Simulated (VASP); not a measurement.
# Hf2SnS2 (I4/mmm) in VASP: relaxation of cell and atoms with PBE

Aim: the relaxation of cell and atoms of Hf2SnS2 with PBE.

Everything below comes from runs of VASP 6.6.1. Logs are shortened: lines on timing, memory, paths and dates and some standing lists are left out, and cuts for length are marked.

## Step 1: The cell of the first run

It takes space group I4/mmm (No. 139, tetragonal). The conventional cell has a = 4.671 Å, b = 4.671 Å, c = 9.722 Å, α = 90.00°, β = 90.00°, γ = 90.00°. Hf (site symmetry -4m2) has 4 S at 2.53 Å and 4 Hf at 3.30 Å and 4 Sn at 3.37 Å within 3.4 Å. Sn (site symmetry 4/mmm) has 8 Hf at 3.37 Å and 10 S at 3.39 to 3.61 Å within 4.4 Å. S (site symmetry 4mm) has 4 Hf at 2.53 Å and 1 S at 2.94 Å and 1 Sn at 3.39 Å within 3.4 Å.

The cell was generated, and may not be a known phase.

## Step 2: Relaxation of cell and atoms, PBE

Input file INCAR:

```
SYSTEM = Hf2SnS2
PREC = Accurate
ENCUT = 600
EDIFF = 1E-6
ISMEAR = 0
SIGMA = 0.1
LREAL = .FALSE.
LASPH = .TRUE.
NELM = 100
ALGO = Normal
ISIF = 3
LWAVE = .FALSE.
LCHARG = .FALSE.
GGA = PE
IBRION = 2
NSW = 100
EDIFFG = -0.01
```

Input file KPOINTS:

```
Automatic mesh
0
G
  12 12 12
  0 0 0
```

Input file POSCAR:

```
Hf2SnS2
1.0
   -2.3354271480      2.3354271480      4.8608754588
    2.3354271480     -2.3354271480      4.8608754588
    2.3354271480      2.3354271480     -4.8608754588
Hf Sn S
2 1 2
Direct
    0.7500000000      0.2500000000      0.5000000000
    0.2500000000      0.7500000000      0.5000000000
    0.0000000000      0.0000000000      0.0000000000
    0.3488900764      0.3488900764      0.0000000000
    0.6511099236      0.6511099236      0.0000000000
```

Potentials or basis: VASP PAW PBE potentials, release 64 (Hf_pv, Sn_d, S).

The run is started by

```bash
cat potpaw_PBE.64/Hf_pv/POTCAR potpaw_PBE.64/Sn_d/POTCAR potpaw_PBE.64/S/POTCAR > POTCAR
mpirun -np 1 vasp_std > vasp.out
```

OUTCAR:

```text
SYSTEM = Hf2SnS2
   PREC = Accurate
   ENCUT = 600
   EDIFF = 1E-6
   ISMEAR = 0
   LREAL = .FALSE.
   LASPH = .TRUE.
   NELM = 100
   ISIF = 3
   GGA = PE
   IBRION = 2
   NSW = 100
   EDIFFG = -0.01

 ion  position               nearest neighbor table
   1  0.750  0.250  0.500-   4 2.53   5 2.53   4 2.53   5 2.53   2 3.30   2 3.30   2 3.30   2 3.30
                             3 3.37   3 3.37   3 3.37   3 3.37
   2  0.250  0.750  0.500-   4 2.53   5 2.53   4 2.53   5 2.53   1 3.30   1 3.30   1 3.30   1 3.30
                             3 3.37   3 3.37   3 3.37   3 3.37
   3  0.000  0.000  0.000-   1 3.37   2 3.37   1 3.37   2 3.37   1 3.37   2 3.37   1 3.37   2 3.37

   4  0.349  0.349  0.000-   1 2.53   2 2.53   2 2.53   1 2.53
   5  0.651  0.651  0.000-   2 2.53   1 2.53   1 2.53   2 2.53

  LATTYP: Found a body centered tetragonal cell.
 ALAT       =     4.6708542960
 C/A-ratio  =     2.0813646287

  Lattice vectors:

 A1 = (  -2.3354271480,   2.3354271480,   4.8608754588)
 A2 = (   2.3354271480,  -2.3354271480,   4.8608754588)
 A3 = (   2.3354271480,   2.3354271480,  -4.8608754588)

Analysis of symmetry for initial positions (statically):
=====================================================================
 Subroutine PRICEL returns:
 Original cell was already a primitive cell.

 Routine SETGRP: Setting up the symmetry group for a
 body centered tetragonal supercell.

 Subroutine GETGRP returns: Found 16 space group operations
 (whereof 16 operations were pure point group operations)
 out of a pool of 16 trial point group operations.

The static configuration has the point symmetry D_4h.

Analysis of symmetry for dynamics (positions and initial velocities):
=====================================================================
 Subroutine PRICEL returns:
 Original cell was already a primitive cell.

 Routine SETGRP: Setting up the symmetry group for a
 body centered tetragonal supercell.

 Subroutine GETGRP returns: Found 16 space group operations
 (whereof 16 operations were pure point group operations)
 out of a pool of 16 trial point group operations.

The dynamic configuration has the point symmetry D_4h.

 Subroutine INISYM returns: Found 16 space group operations
 (whereof 16 operations are pure point group operations),
 and found     1 'primitive' translations

----------------------------------------------------------------------------------------

                                     Primitive cell

  volume of cell :     106.0491

  direct lattice vectors                    reciprocal lattice vectors
    -2.335427148  2.335427148  4.860875459     0.000000000  0.214093598  0.102862129
     2.335427148 -2.335427148  4.860875459     0.214093598  0.000000000  0.102862129
     2.335427148  2.335427148 -4.860875459     0.214093598  0.214093598  0.000000000

  length of vectors
     5.876780594  5.876780594  5.876780594     0.237521970  0.237521970  0.302774069

  position of ions in fractional coordinates (direct lattice)
     0.750000000  0.250000000  0.500000000
     0.250000000  0.750000000  0.500000000
     0.000000000  0.000000000  0.000000000
     0.348890076  0.348890076  0.000000000
     0.651109924  0.651109924  0.000000000

  ion indices of the primitive-cell ions
   primitive index   ion index
                 1           1
                 2           2
                 3           3
                 4           4
                 5           5

----------------------------------------------------------------------------------------

 KPOINTS: Automatic mesh

Automatic generation of k-mesh.
 Grid dimensions read from file:
 generate k-points for:   12   12   12

 Generating k-lattice:

  Cartesian coordinates                     Fractional coordinates (reciprocal lattice)
     0.000000000  0.017841133  0.008571844     0.083333333 -0.000000000  0.000000000
     0.017841133  0.000000000  0.008571844    -0.000000000  0.083333333  0.000000000
     0.017841133  0.017841133  0.000000000     0.000000000  0.000000000  0.083333333

  Length of vectors
     0.019793497  0.019793497  0.025231172

  Shift w.r.t. Gamma in fractional coordinates (k-lattice)
     0.000000000  0.000000000  0.000000000

 Subroutine IBZKPT returns following result:
 ===========================================

 Found    163 irreducible k-points:

 Following reciprocal coordinates:
            Coordinates               Weight
  0.000000  0.000000  0.000000      1.000000
  0.083333  0.000000 -0.000000      8.000000
  0.166667  0.000000  0.000000      8.000000
  0.250000  0.000000 -0.000000      8.000000
  0.333333 -0.000000  0.000000      8.000000
  0.416667  0.000000 -0.000000      8.000000
[... 16 lines left out ...]
  0.500000  0.166667  0.000000     16.000000
 -0.416667  0.166667  0.000000     16.000000
 [... further k-points ...]
   k-points           NKPTS =    163   k-points in BZ     NKDIM =    163   number of bands    NBANDS=     27
   number of dos      NEDOS =    301   number of ions     NIONS =      5
   total plane-waves  NPLWV = 110592
   dimension x,y,z NGX =    48 NGY =   48 NGZ =   48
   dimension x,y,z NGXF=    96 NGYF=   96 NGZF=   96
   ions per type =               2   1   2
   NGX,Y,Z   is equivalent  to a cutoff of  13.58, 13.58, 13.58 a.u.
   NGXF,Y,Z  is equivalent  to a cutoff of  27.16, 27.16, 27.16 a.u.
 SYSTEM =  Hf2SnS2
   PREC   = accura    normal or accurate (medium, high low for compatibility)
   ISTART =      0    job   : 0-new  1-cont  2-samecut
   ICHARG =      2    charge: 1-file 2-atom 10-const
   ISPIN  =      1    spin polarized calculation?
   LNONCOLLINEAR =      F non collinear calculations
   LSORBIT =      F    spin-orbit coupling
   LASPH  =      T    aspherical Exc in radial PAW
   ENCUT  =  600.0 eV  44.10 Ry    6.64 a.u.  11.74 11.74 11.74*2*pi/ulx,y,z
   NELM   =    100;   NELMIN=  2; NELMDL= -5     # of ELM steps
   EDIFF  = 0.1E-05   stopping-criterion for ELM
   LREAL  =      F    real-space projection
   EDIFFG = -.1E-01   stopping-criterion for IOM
   NSW    =    100    number of steps for IOM
   IBRION =      2    ionic relax: 0-MD 1-quasi-New 2-CG
   NFREE  =      1    steps in history (QN), initial steepest desc. (CG)
   ISIF   =      3    stress and relaxation
   ISYM   =      2    0-nonsym 1-usesym 2-fastsym
   POTIM  = 0.5000    time-step for ionic-motion
   TEBEG  =    0.0;   TEEND  =   0.0 temperature during run
   PSTRESS=    0.0 pullay stress
   NELECT =      46.0000    total number of electrons
   NUPDOWN=      -1.0000    fix difference up-down
   EMIN   =  10.00;   EMAX   =-10.00  energy-range for DOS
   EFERMI =   0.00;   METHOD = LEGACY
   ISMEAR =     0;   SIGMA  =   0.10  broadening in eV -4-tet -1-fermi 0-gaus
   EFERMI_NEDOS =   21; number of points for ismear=-14 and -15
   IALGO  =     38    algorithm
   IMIX   =      4    mixing-type and parameters
     AMIX     =   0.40;   BMIX     =  1.00
     AMIX_MAG =   1.60;   BMIX_MAG =  1.00
  volume/ion in A,a.u.               =      21.21       143.13
  Fermi-wavevector in a.u.,A,eV,Ry     =   1.239248  2.341840 20.894968  1.535737
  Thomas-Fermi vector in A             =   2.373740
   LORBIT       =      0    0 simple, 1 ext, 2 COOP (PROOUT), +10 PAW based schemes
   GGA     = PE    functional components
   LHFCALC =     F    Hartree Fock is set to
   AEXX    =    0.0000 exact exchange contribution
   IVDW    =     0    specifies the selected vdW correction
   LEPSILON=     F    determine dielectric tensor
   LRPA    =     F    only Hartree local field effects (RPA)
 conjugate gradient relaxation of ions
 non-spin polarized calculation
 Gauss-broadening in eV      SIGMA  =   0.10
  energy-cutoff  :      600.00
  volume of cell :      106.05
 maximum number of plane-waves:      3563
   NGX = 23   NGY = 23   NGZ = 23

--------------------------------------- Ionic step        1  -------------------------------------------

 number of electron      45.9999998 magnetization

 Free energy of the ion-electron system (eV)
  ---------------------------------------------------
  ext. energy  EPLUGINS =         0.00000000
  ---------------------------------------------------
  free energy    TOTEN  =       -36.12015172 eV

  energy without entropy =      -36.11221438  energy(sigma->0) =      -36.11618305

------------------------ aborting loop because EDIFF is reached ----------------------------------------

  FORCE on cell =-STRESS in cart. coord.  units (eV):
  Direction    XX          YY          ZZ          XY          YZ          ZX
  --------------------------------------------------------------------------------------
  -------------------------------------------------------------------------------------
  Total       -0.3633725     -0.3633725     -0.2603452      0.0000000     -0.0000000      0.0000000
  in kB       -5.4897873     -5.4897873     -3.9332627      0.0000000     -0.0000000      0.0000000
  external PRESSURE =      -4.9709457 kB  Pullay stress =       0.0000000 kB
[... 141 lines left out ...]
  energy  without entropy=      -36.1130141085  energy(sigma->0) =      -36.11697241

--------------------------------------- Ionic step        5  -------------------------------------------

 number of electron      45.9999998 magnetization

 Free energy of the ion-electron system (eV)
  ---------------------------------------------------
  ext. energy  EPLUGINS =         0.00000000
  ---------------------------------------------------
  free energy    TOTEN  =       -36.12098639 eV

  energy without entropy =      -36.11304321  energy(sigma->0) =      -36.11701480

 E-fermi :   6.6549     XC(G=0): -10.7271

 val. band max:        6.6519829994   @ k =  -0.2500  -0.3333   0.2500
 cond. band min:       6.6708733689   @ k =  -0.3333  -0.3333   0.3333
 fundamental gap:      0.0188903695
 Fermi energy:         6.6549118045

 k-point     1 :       0.0000    0.0000    0.0000
  band No.  band energies     occupation
      1     -24.9008      2.00000
      2     -24.9008      2.00000
      3     -24.8499      2.00000
      4     -24.7770      2.00000
      5     -24.6207      2.00000
      6     -24.6207      2.00000
[... 709 lines left out ...]
     26       8.1634      0.00000
     27       8.5248      0.00000

 [... further k-points ...]

------------------------ aborting loop because EDIFF is reached ----------------------------------------

  FORCE on cell =-STRESS in cart. coord.  units (eV):
  Direction    XX          YY          ZZ          XY          YZ          ZX
  --------------------------------------------------------------------------------------
  -------------------------------------------------------------------------------------
  Total        0.0127822      0.0127822     -0.0444936      0.0000000      0.0000000      0.0000000
  in kB        0.1940412      0.1940412     -0.6754402      0.0000000      0.0000000      0.0000000
  external PRESSURE =      -0.0957859 kB  Pullay stress =       0.0000000 kB
[... 20 lines left out ...]
  FREE ENERGIE OF THE ION-ELECTRON SYSTEM (eV)
  ---------------------------------------------------
  free  energy   TOTEN  =       -36.1209863874 eV

  energy  without entropy=      -36.1130432123  energy(sigma->0) =      -36.11701480

 reached required accuracy - stopping structural energy minimisation
```

Run time: 17 min. Hardware: 1 thread of Intel Xeon 6975P-C (Granite Rapids), shared host; peak memory 0.76 GiB.

Results:

| Property | Result |
| --- | --- |
| Free energy | -36.1210 eV |
| Relaxed volume | 21.11 Å³/atom |
| Relaxed cell | a = 5.867 Å, b = 5.867 Å, c = 5.867 Å, α = 133.15°, β = 133.15°, γ = 68.41° |
| Space group after relaxing (to 0.1 Å) | I4/mmm (No. 139) |
| Energy gained by relaxing | 0.2 meV/atom |
| Ionic steps | 5 |
| Pressure after relaxing | 0.0 GPa |
| Largest force after relaxing | 0.006 eV/Å |
| Band gap on the k mesh | zero (bands 23 and 24 overlap by 1.56 eV) |

Forces on the atoms (eV/Å):
```
Hf   0.000  0.000  0.000
Hf   0.000  0.000  0.000
Sn   0.000  0.000  0.000
S    0.000  0.000  0.006
S    0.000  0.000 -0.006
```

Stress tensor (GPa, compression positive):
```
 0.02  0.00  0.00
 0.00  0.02  0.00
 0.00  0.00 -0.07
```

The path:
```tsv
step	energy change (eV)	largest force (eV/Å)	pressure (GPa)	volume (Å³)
1	0.0000	0.0358	-0.50	106.05
2	0.0003	0.0670	0.55	105.04
3	-0.0008	0.0114	0.00	105.58
4	-0.0008	0.0103	-0.02	105.59
5	-0.0008	0.0058	-0.01	105.54
```

Final structure:
```
CELL_PARAMETERS angstrom
-2.33201 2.33201 4.85179
2.33201 -2.33201 4.85179
2.33201 2.33201 -4.85179
ATOMIC_POSITIONS crystal
Hf 0.75000 0.25000 0.50000
Hf 0.25000 0.75000 0.50000
Sn 0.00000 0.00000 0.00000
S 0.34885 0.34885 0.00000
S 0.65115 0.65115 0.00000
```

Levels at points of the mesh, in eV from the Fermi level:
```
           k point  band 20  band 21  band 22  band 23  band 24  band 25  band 26  band 27
(0.00, 0.00, 0.00)    -4.37    -2.23     0.75     0.75     1.38     1.44     2.17     2.26
(0.50, 0.00, 0.00)    -2.87    -1.38    -1.38    -0.76    -0.29     1.18     1.88     2.14
(0.50, 0.50, 0.00)    -3.95    -1.65    -1.49    -0.17     0.76     1.45     1.92     2.08
(0.50, 0.50, 0.50)    -3.73    -2.17    -1.17    -0.24     0.36     0.36     2.33     2.81
```

Caveat: spin-orbit coupling is left out, which moves the levels of the heavy elements.
